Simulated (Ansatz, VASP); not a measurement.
# One calculation of NiO, two programs

```
Ni O
1.0
     2.11840    2.11840    0.00000
    -2.11840    2.11840    0.00000
     0.00000    0.00000    4.02105
Ni O
2 2
Direct
  0.00000 0.00000 0.00000
  0.50000 0.50000 0.50000
  0.50000 0.50000 0.00000
  0.00000 0.00000 0.50000
```

Alike in both runs: task single point; functional r2SCAN; k mesh 10 × 10 × 8; occupations gaussian, width 0.02 eV; collinear spin.

```csv
,VASP,Ansatz
version,VASP 6.6.1,Ansatz 0.2.0
potentials or method,"VASP PAW PBE potentials, release 64 (Ni, O), cutoff 520 eV","scalar-relativistic, plane waves, PAW"
valence electrons in the cell,32,48
```

VASP gave:

* gap on the k mesh at the Fermi level (eV): 0.38
* least direct gap on the mesh (eV): 1.40
* pressure (GPa): 5.3
* traceless stress, the component that is largest in VASP (GPa): 10.65
* net moment per atom (μB): 1.00
* size of the moment on the site where the two differ most (μB): 1.69

Question: What did Ansatz give for the same quantities?

Answer: gap on the k mesh at the Fermi level (eV): 0.46; least direct gap on the mesh (eV): 1.48; pressure (GPa): 5.2; traceless stress, the component that is largest in VASP (GPa): 10.48; net moment per atom (μB): 1.00; size of the moment on the site where the two differ most (μB): 1.65.

VASP's potentials were made for PBE, not for r2SCAN. Site moments also hang on the region over which each program counts them. With one functional, cell and mesh, what is left measures potentials, basis and numerics. VASP's potentials hold 32 valence electrons a cell and Ansatz's 48, so a difference there can come from the potentials and not from the codes. Ansatz's warnings: stability check not made.
